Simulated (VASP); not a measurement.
Input of a VASP 6.6.1 run:

The input INCAR:

```
SYSTEM = BN
  ALGO = Normal
  EDIFF = 1E-6
  EDIFFG = -0.005
  ENCUT = 600
  GGA = PS
  IBRION = 2
  ISIF = 8
  ISMEAR = -1
  IVDW = 13
  LASPH = .TRUE.
  LCHARG = .FALSE.
  LREAL = .FALSE.
  LWAVE = .FALSE.
  NELM = 60
  NSW = 80
  PREC = Accurate
  SIGMA = 0.1
```

KPOINTS

```
k-points
0
G
  12 12 6
  0 0 0
```

File POSCAR:

```
BN
1.0
    2.5360000000      0.0000000000      0.0000000000
   -1.2680000000      2.1962404240      0.0000000000
    0.0000000000      0.0000000000      4.1990000000
B N
2 2
Direct
    0.6666666667      0.3333333333      0.0000000000
    0.3333333333      0.6666666667      0.5000000000
    0.6666666667      0.3333333333      0.3750000000
    0.3333333333      0.6666666667      0.8750000000
```

Potentials or basis: VASP PAW PBE potentials, release 64 (B, N).

Command:

```console
$ cat potpaw_PBE.64/B/POTCAR potpaw_PBE.64/N/POTCAR > POTCAR
$ mpirun -np 1 vasp_std > vasp.out
```

(1) Predict the relaxed volume.

(2) Predict the dispersion energy per atom.

(3) Estimate the relaxed cell.

(4) Predict the band gap on the k mesh.

Results:

(1) 5.83 Å³/atom.

(2) -0.134 eV.

(3) a = 2.534 Å, b = 2.534 Å, c = 4.196 Å, α = 90.00°, β = 90.00°, γ = 120.00°.

(4) 4.92 eV, indirect (least direct gap 8.26 eV).

Caveat: the PAW data sets were made with another functional, which shifts forces and pressure a little.
